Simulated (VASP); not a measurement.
Here is a VASP 6.6.1 calculation.

File INCAR:

```
ALGO     = Normal         # electronic algorithm
EDIFF    = 1E-6           # SCF threshold, eV
ENCUT    = 520            # plane-wave cutoff, eV
GGA      = PS             # functional
ISIF     = 2              # what is computed and relaxed
ISMEAR   = 0              # smearing method
LASPH    = True           # aspherical terms in the spheres
LCHARG   = False          # write CHGCAR
LREAL    = False          # projectors in reciprocal space
LWAVE    = False          # write WAVECAR
NBANDS   = 26             # bands
NELM     = 60             # most SCF steps
PREC     = Accurate       # precision mode
SIGMA    = 0.03           # smearing width, eV
```

Contents of KPOINTS:

```
k-points
0
Gamma
  12 12 6
```

POSCAR

```
SiGe
1.0
    3.7935520603      0.0000000000      0.0000000000
   -1.8967760302      3.2853124548      0.0000000000
    0.0000000000      0.0000000000      6.2665470583
Si Ge
2 2
Direct
    0.6666666667      0.3333333333      0.8745463082
    0.3333333333      0.6666666667      0.3745463082
    0.6666666667      0.3333333333      0.4849323488
    0.3333333333      0.6666666667     -0.0150676512
```

Potentials or basis: VASP PAW PBE potentials, release 64 (Si, Ge_d).

Run with:

```sh
$ cat potpaw_PBE.64/Si/POTCAR potpaw_PBE.64/Ge_d/POTCAR > POTCAR
$ mpirun -np 1 vasp_std > vasp.out
```

Task: What does it give for the band gap on the k mesh?

Result: Zero (bands 18 and 19 overlap by 0.13 eV).

Task: Estimate the pressure.

Result: 8.6 GPa.

Task: Estimate the largest force.

Result: 1.209 eV/Å.

Forces on the atoms (eV/Å):
```
Si   0.000  0.000 -1.209
Si   0.000  0.000 -1.209
Ge   0.000  0.000  1.209
Ge   0.000  0.000  1.209
```

Caveat: the cell differs from its parent crystal (atoms shifted along a free coordinate); the cell stands under pressure; semilocal functionals underestimate gaps, so a narrow gap can read as zero; the PAW data sets were made with another functional, which shifts forces and pressure a little.
